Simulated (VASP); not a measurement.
Wanted: the native input for a VASP 6.6.1 run.

| Item | Value |
| --- | --- |
| Task | single point |
| Functional | PBE |
| Dispersion | D3(BJ) |
| Potentials or basis | VASP PAW PBE potentials, release 64 (B, N) |
| Cutoff | 520 eV |
| k mesh | 12 × 12 × 4 |
| Occupations | gaussian, width 0.05 eV |
| Spin | no spin polarisation |
| Dipole correction | no |
| Further INCAR settings | ALGO = Normal; EDIFF = 1e-06; NBANDS = 16 |

The structure of BN lies in POSCAR:

```
BN
1.0
    2.5061233057      0.0000000000      0.0000000000
   -1.2530616528      2.1703664477      0.0000000000
    0.0000000000      0.0000000000      6.5973571420
B N
2 2
Direct
    0.1105804046      0.2211608093      0.4563461559
    0.3333333333      0.6666666667      0.0000000000
    0.0000000000      0.0000000000      0.0000000000
    0.6666666667      0.3333333333      0.5000000000
```

This cell differs from its parent crystal: atom 1 (B) moved by +0.480 Å along [1 2 0] and -0.288 Å along [0 0 1].

One way to write it, as run:

INCAR

```
SYSTEM = BN
PREC = Accurate
ENCUT = 520
EDIFF = 1E-6
ISMEAR = 0
SIGMA = 0.05
LREAL = .False.
LASPH = .True.
NELM = 80
ALGO = Normal
ISIF = 2
LWAVE = .False.
LCHARG = .False.
GGA = PE
IVDW = 12
NBANDS = 16
```

KPOINTS

```
regular mesh
0
Gamma
  12 12 4
  0 0 0
```

Potentials or basis: VASP PAW PBE potentials, release 64 (B, N).

The run is started by

```sh
$ cat potpaw_PBE.64/B/POTCAR potpaw_PBE.64/N/POTCAR > POTCAR
$ mpirun -np 1 vasp_std > vasp.out
```

It gave:

The pressure is 17.0 GPa and the largest force is 4.180 eV/Å. The band gap on the k mesh is 0.91 eV, indirect (least direct gap 2.06 eV) and the dispersion energy per atom is -0.144 eV.

Caveat: the cell differs from its parent crystal (atom 1 (B) moved by +0.480 Å along [1 2 0] and -0.288 Å along [0 0 1]); forces of over 1 eV/Å act on the atoms, so gaps and moduli don't describe the material at rest.

It took 90 s on 1 thread of Intel(R) Xeon(R) Platinum 8259CL CPU @ 2.50GHz (Skylake/Cascade Lake), with other jobs on the host, peak memory 0.21 GiB.
